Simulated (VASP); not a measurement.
# WC (P-6m2) in VASP: single point with PBEsol

Aim: the single point of WC with PBEsol.

Program: VASP 6.6.1. These are calculated values, not measurements. Logs are shortened: lines on timing, memory, paths and dates and some standing lists are left out, and cuts for length are marked.

### 1 The cell of the first run

Symmetry: P-6m2, No. 187, hexagonal system. The conventional cell has a = 2.901 Å, b = 2.901 Å, c = 2.829 Å, α = 90.00°, β = 90.00°, γ = 120.00°. W (site symmetry -6m2) has 6 C at 2.19 Å and 8 W at 2.83 to 2.90 Å within 3.0 Å. C (site symmetry -6m2) has 6 W at 2.19 Å and 8 C at 2.83 to 2.90 Å within 3.0 Å.

### 2 Single point, PBEsol

The input, INCAR:

```
SYSTEM = WC
  PREC = Accurate
  ENCUT = 520
  EDIFF = 1E-7
  ISMEAR = 1
  SIGMA = 0.2
  LREAL = .False.
  LASPH = .True.
  NELM = 100
  ALGO = Normal
  ISIF = 2
  LWAVE = .False.
  LCHARG = .False.
  GGA = PS
  NBANDS = 16
```

The input, KPOINTS:

```
Automatic mesh
0
Gamma
  18 18 16
  0 0 0
```

The input, POSCAR:

```
WC
1.0
    2.9005014360      0.0000000000      0.0000000000
   -1.4502507180      2.5119079273      0.0000000000
    0.0000000000      0.0000000000      2.8290000000
W C
1 1
Direct
    0.0000000000      0.0000000000      0.0000000000
    0.6666666667      0.3333333333      0.5000000000
```

Potentials or basis: VASP PAW PBE potentials, release 64 (W_sv, C).

Started as:

```console
$ cat potpaw_PBE.64/W_sv/POTCAR potpaw_PBE.64/C/POTCAR > POTCAR
$ mpirun -np 1 vasp_std > vasp.out
```

OUTCAR:

```text
SYSTEM = WC
   PREC = Accurate
   ENCUT = 520
   EDIFF = 1E-7
   ISMEAR = 1
   LREAL = .False.
   LASPH = .True.
   NELM = 100
   ISIF = 2
   GGA = PS

 ion  position               nearest neighbor table
   1  0.000  0.000  0.000-   2 2.19   2 2.19   2 2.19   2 2.19   2 2.19   2 2.19
   2  0.667  0.333  0.500-   1 2.19   1 2.19   1 2.19   1 2.19   1 2.19   1 2.19

  LATTYP: Found a hexagonal cell.
 ALAT       =     2.9005014360
 C/A-ratio  =     0.9753485949

  Lattice vectors:

 A1 = (   2.9005014360,   0.0000000000,   0.0000000000)
 A2 = (  -1.4502507180,   2.5119079273,   0.0000000000)
 A3 = (   0.0000000000,   0.0000000000,   2.8290000000)

Analysis of symmetry for initial positions (statically):
=====================================================================
 Subroutine PRICEL returns:
 Original cell was already a primitive cell.

 Routine SETGRP: Setting up the symmetry group for a
 hexagonal supercell.

 Subroutine GETGRP returns: Found 12 space group operations
 (whereof 12 operations were pure point group operations)
 out of a pool of 24 trial point group operations.

The static configuration has the point symmetry D_3h.

Analysis of symmetry for dynamics (positions and initial velocities):
=====================================================================
 Subroutine PRICEL returns:
 Original cell was already a primitive cell.

 Routine SETGRP: Setting up the symmetry group for a
 hexagonal supercell.

 Subroutine GETGRP returns: Found 12 space group operations
 (whereof 12 operations were pure point group operations)
 out of a pool of 24 trial point group operations.

The dynamic configuration has the point symmetry D_3h.

 Subroutine INISYM returns: Found 12 space group operations
 (whereof 12 operations are pure point group operations),
 and found     1 'primitive' translations

----------------------------------------------------------------------------------------

                                     Primitive cell

  volume of cell :      20.6115

  direct lattice vectors                    reciprocal lattice vectors
     2.900501436  0.000000000  0.000000000     0.344767973  0.199051882  0.000000000
    -1.450250718  2.511907927  0.000000000     0.000000000  0.398103764  0.000000000
     0.000000000  0.000000000  2.829000000     0.000000000  0.000000000  0.353481796

  length of vectors
     2.900501436  2.900501436  2.829000000     0.398103764  0.398103764  0.353481796

  position of ions in fractional coordinates (direct lattice)
     0.000000000  0.000000000  0.000000000
     0.666666667  0.333333333  0.500000000

  ion indices of the primitive-cell ions
   primitive index   ion index
                 1           1
                 2           2

----------------------------------------------------------------------------------------

 KPOINTS: Automatic mesh

Automatic generation of k-mesh.
 Grid dimensions read from file:
 generate k-points for:   18   18   16

 Generating k-lattice:

  Cartesian coordinates                     Fractional coordinates (reciprocal lattice)
     0.019153776  0.011058438  0.000000000     0.055555556  0.000000000  0.000000000
     0.000000000  0.022116876  0.000000000     0.000000000  0.055555556  0.000000000
     0.000000000  0.000000000  0.022092612     0.000000000  0.000000000  0.062500000

  Length of vectors
     0.022116876  0.022116876  0.022092612

  Shift w.r.t. Gamma in fractional coordinates (k-lattice)
     0.000000000  0.000000000  0.000000000

 Subroutine IBZKPT returns following result:
 ===========================================

 Found    333 irreducible k-points:

 Following reciprocal coordinates:
            Coordinates               Weight
  0.000000  0.000000  0.000000      1.000000
  0.055556  0.000000  0.000000      6.000000
  0.111111  0.000000  0.000000      6.000000
  0.166667  0.000000  0.000000      6.000000
  0.222222 -0.000000  0.000000      6.000000
  0.277778  0.000000  0.000000      6.000000
[... 16 lines left out ...]
  0.333333  0.111111  0.000000     12.000000
  0.388889  0.111111  0.000000     12.000000
 [... further k-points ...]
   k-points           NKPTS =    333   k-points in BZ     NKDIM =    333   number of bands    NBANDS=     16
   number of dos      NEDOS =    301   number of ions     NIONS =      2
   total plane-waves  NPLWV =  13824
   dimension x,y,z NGX =    24 NGY =   24 NGZ =   24
   dimension x,y,z NGXF=    48 NGYF=   48 NGZF=   48
   ions per type =               1   1
   NGX,Y,Z   is equivalent  to a cutoff of  13.76, 13.76, 14.10 a.u.
   NGXF,Y,Z  is equivalent  to a cutoff of  27.51, 27.51, 28.21 a.u.
 SYSTEM =  WC
   PREC   = accura    normal or accurate (medium, high low for compatibility)
   ISTART =      0    job   : 0-new  1-cont  2-samecut
   ICHARG =      2    charge: 1-file 2-atom 10-const
   ISPIN  =      1    spin polarized calculation?
   LNONCOLLINEAR =      F non collinear calculations
   LSORBIT =      F    spin-orbit coupling
   LASPH  =      T    aspherical Exc in radial PAW
   ENCUT  =  520.0 eV  38.22 Ry    6.18 a.u.   5.39  5.39  5.26*2*pi/ulx,y,z
   NELM   =    100;   NELMIN=  2; NELMDL= -5     # of ELM steps
   EDIFF  = 0.1E-06   stopping-criterion for ELM
   LREAL  =      F    real-space projection
   EDIFFG = 0.1E-05   stopping-criterion for IOM
   NSW    =      0    number of steps for IOM
   IBRION =     -1    ionic relax: 0-MD 1-quasi-New 2-CG
   NFREE  =      0    steps in history (QN), initial steepest desc. (CG)
   ISIF   =      2    stress and relaxation
   ISYM   =      2    0-nonsym 1-usesym 2-fastsym
   POTIM  = 0.5000    time-step for ionic-motion
   TEBEG  =    0.0;   TEEND  =   0.0 temperature during run
   PSTRESS=    0.0 pullay stress
   NELECT =      18.0000    total number of electrons
   NUPDOWN=      -1.0000    fix difference up-down
   EMIN   =  10.00;   EMAX   =-10.00  energy-range for DOS
   EFERMI =   0.00;   METHOD = LEGACY
   ISMEAR =     1;   SIGMA  =   0.20  broadening in eV -4-tet -1-fermi 0-gaus
   EFERMI_NEDOS =   21; number of points for ismear=-14 and -15
   IALGO  =     38    algorithm
   IMIX   =      4    mixing-type and parameters
     AMIX     =   0.40;   BMIX     =  1.00
     AMIX_MAG =   1.60;   BMIX_MAG =  1.00
  volume/ion in A,a.u.               =      10.31        69.55
  Fermi-wavevector in a.u.,A,eV,Ry     =   1.564813  2.957068 33.315762  2.448639
  Thomas-Fermi vector in A             =   2.667381
   LORBIT       =      0    0 simple, 1 ext, 2 COOP (PROOUT), +10 PAW based schemes
   GGA     = PS    functional components
   LHFCALC =     F    Hartree Fock is set to
   AEXX    =    0.0000 exact exchange contribution
   IVDW    =     0    specifies the selected vdW correction
   LEPSILON=     F    determine dielectric tensor
   LRPA    =     F    only Hartree local field effects (RPA)
 non-spin polarized calculation
 Methfessel and Paxton  Order N= 1 SIGMA  =   0.20
  energy-cutoff  :      520.00
  volume of cell :       20.61
 maximum number of plane-waves:       580
 NGX is ok and might be reduce to    24
   NGX = 11   NGY = 11   NGZ = 11

 number of electron      18.0000001 magnetization

 Free energy of the ion-electron system (eV)
  ---------------------------------------------------
  ext. energy  EPLUGINS =         0.00000000
  ---------------------------------------------------
  free energy    TOTEN  =       -23.89961219 eV

  energy without entropy =      -23.89946072  energy(sigma->0) =      -23.89956170

 E-fermi :  11.0272     XC(G=0): -13.9655

 val. band max:       11.0243245465   @ k =   0.0556   0.0000   0.2500
 cond. band min:      11.0351328077   @ k =   0.3333   0.3333   0.0625
 fundamental gap:      0.0108082612
 Fermi energy:        11.0271606848

 k-point     1 :       0.0000    0.0000    0.0000
  band No.  band energies     occupation
      1     -62.8924      2.00000
      2     -26.8771      2.00000
      3     -26.7744      2.00000
      4     -26.7744      2.00000
      5      -3.4504      2.00000
      6       6.6604      2.00000
[... 8 lines left out ...]
     15      25.4031      0.00000
     16      27.7914      0.00000

 k-point     2 :       0.0556    0.0000    0.0000
  band No.  band energies     occupation
      1     -62.8906      2.00000
      2     -26.8736      2.00000
      3     -26.8012      2.00000
      4     -26.7805      2.00000
      5      -3.3675      2.00000
      6       6.6915      2.00000
[... 8 lines left out ...]
     15      25.2085      0.00000
     16      27.9658      0.00000

 k-point     3 :       0.1111    0.0000    0.0000
  band No.  band energies     occupation
      1     -62.8854      2.00000
      2     -26.8777      2.00000
      3     -26.8637      2.00000
      4     -26.7978      2.00000
      5      -3.1252      2.00000
      6       6.6677      2.00000
[... 8 lines left out ...]
     15      24.8858      0.00000
     16      28.4682      0.00000

 k-point     4 :       0.1667    0.0000    0.0000
  band No.  band energies     occupation
      1     -62.8773      2.00000
      2     -26.9934      2.00000
      3     -26.8485      2.00000
      4     -26.8242      2.00000
      5      -2.7429      2.00000
      6       6.2998      2.00000
[... 8 lines left out ...]
     15      24.7130      0.00000
     16      29.2430      0.00000

 k-point     5 :       0.2222   -0.0000    0.0000
  band No.  band energies     occupation
      1     -62.8675      2.00000
      2     -27.1326      2.00000
      3     -26.8565      2.00000
      4     -26.8298      2.00000
      5      -2.2505      2.00000
      6       5.7501      2.00000
[... 8 lines left out ...]
     15      24.8509      0.00000
     16      29.3960      0.00000

 k-point     6 :       0.2778    0.0000    0.0000
  band No.  band energies     occupation
      1     -62.8570      2.00000
      2     -27.2778      2.00000
      3     -26.8906      2.00000
      4     -26.8098      2.00000
      5      -1.6885      2.00000
      6       5.1974      2.00000
[... 8 lines left out ...]
     15      25.3970      0.00000
     16      28.9338      0.00000

 k-point     7 :       0.3333   -0.0000    0.0000
  band No.  band energies     occupation
      1     -62.8471      2.00000
      2     -27.4116      2.00000
      3     -26.9224      2.00000
      4     -26.7909      2.00000
      5      -1.1094      2.00000
      6       4.7074      2.00000
[... 8 lines left out ...]
     15      26.0063      0.00000
     16      27.7831      0.00000

 k-point     8 :       0.3889   -0.0000    0.0000
  band No.  band energies     occupation
      1     -62.8391      2.00000
      2     -27.5188      2.00000
      3     -26.9482      2.00000
      4     -26.7755      2.00000
      5      -0.5822      2.00000
      6       4.3153      2.00000
[... 8 lines left out ...]
     15      25.2963      0.00000
     16      28.0764      0.00000

 k-point     9 :       0.4444   -0.0000    0.0000
  band No.  band energies     occupation
      1     -62.8338      2.00000
      2     -27.5879      2.00000
      3     -26.9650      2.00000
      4     -26.7654      2.00000
      5      -0.1979      2.00000
      6       4.0528      2.00000
[... 8 lines left out ...]
     15      24.2916      0.00000
     16      28.8683      0.00000
[... 172 lines left out ...]
 k-point    19 :       0.1111    0.1111    0.0000
  band No.  band energies     occupation
      1     -62.8729      2.00000
      2     -27.0474      2.00000
      3     -26.8482      2.00000
      4     -26.8401      2.00000
      5      -2.5226      2.00000
      6       6.0791      2.00000
[... 8 lines left out ...]
     15      24.7428      0.00000
     16      29.3200      0.00000

 k-point    20 :       0.1667    0.1111    0.0000
  band No.  band energies     occupation
      1     -62.8637      2.00000
      2     -27.1675      2.00000
      3     -26.8887      2.00000
      4     -26.8225      2.00000
      5      -2.0436      2.00000
      6       5.5953      2.00000
[... 8 lines left out ...]
     15      24.9708      0.00000
     16      29.2632      0.00000

 k-point    21 :       0.2222    0.1111    0.0000
  band No.  band energies     occupation
      1     -62.8538      2.00000
      2     -27.2926      2.00000
      3     -26.9321      2.00000
      4     -26.8037      2.00000
      5      -1.4935      2.00000
      6       5.1138      2.00000
[... 8 lines left out ...]
     15      25.5302      0.00000
     16      28.7072      0.00000

 k-point    22 :       0.2778    0.1111    0.0000
  band No.  band energies     occupation
      1     -62.8445      2.00000
      2     -27.4079      2.00000
      3     -26.9728      2.00000
      4     -26.7859      2.00000
      5      -0.9231      2.00000
      6       4.6862      2.00000
[... 8 lines left out ...]
     15      26.1956      0.00000
     16      27.6680      0.00000

 k-point    23 :       0.3333    0.1111    0.0000
  band No.  band energies     occupation
      1     -62.8369      2.00000
      2     -27.5004      2.00000
      3     -27.0059      2.00000
      4     -26.7714      2.00000
      5      -0.4015      2.00000
      6       4.3445      2.00000
[... 8 lines left out ...]
     15      25.7359      0.00000
     16      27.8985      0.00000

 k-point    24 :       0.3889    0.1111    0.0000
  band No.  band energies     occupation
      1     -62.8319      2.00000
      2     -27.5602      2.00000
      3     -27.0274      2.00000
      4     -26.7619      2.00000
      5      -0.0203      2.00000
      6       4.1171      2.00000
[... 8 lines left out ...]
     15      24.8808      0.00000
     16      28.6050      0.00000

 [... further k-points ...]

------------------------ aborting loop because EDIFF is reached ----------------------------------------

  FORCE on cell =-STRESS in cart. coord.  units (eV):
  Direction    XX          YY          ZZ          XY          YZ          ZX
  --------------------------------------------------------------------------------------
  -------------------------------------------------------------------------------------
  Total        0.0488488      0.0488488      0.1066231      0.0000000      0.0000000      0.0000000
  in kB        3.7971233      3.7971233      8.2880420      0.0000000      0.0000000      0.0000000
  external PRESSURE =       5.2940962 kB  Pullay stress =       0.0000000 kB

 VOLUME and BASIS-vectors are now :
 -----------------------------------------------------------------------------
  energy-cutoff  :      520.00
  volume of cell :       20.61
      direct lattice vectors                 reciprocal lattice vectors
     2.900501436  0.000000000  0.000000000     0.344767973  0.199051882  0.000000000
    -1.450250718  2.511907927  0.000000000     0.000000000  0.398103764  0.000000000
     0.000000000  0.000000000  2.829000000     0.000000000  0.000000000  0.353481796

 POSITION                                       TOTAL-FORCE (eV/Angst)
 -----------------------------------------------------------------------------------
      0.00000      0.00000      0.00000         0.000000      0.000000      0.000000
      1.45025      0.83730      1.41450         0.000000      0.000000      0.000000
 -----------------------------------------------------------------------------------
    total drift:                                0.000000     -0.000000      0.000000

  FREE ENERGIE OF THE ION-ELECTRON SYSTEM (eV)
  ---------------------------------------------------
  free  energy   TOTEN  =       -23.8996121917 eV

  energy  without entropy=      -23.8994607190  energy(sigma->0) =      -23.89956170
```

It took 75 s on 1 thread of AMD EPYC 7R13 (Zen 3), shared host; peak memory 0.2 GiB.

What came out:

* Free energy: -23.8996 eV
* Pressure: 0.5 GPa
* Band gap on the k mesh: zero (bands 9 and 10 overlap by 1.24 eV)

Stress tensor (GPa, compression positive):
```
0.38 0.00 0.00
0.00 0.38 0.00
0.00 0.00 0.83
```

Caveat: the PAW data sets were made with another functional, which shifts forces and pressure a little; spin-orbit coupling is left out, which moves the levels of the heavy elements.
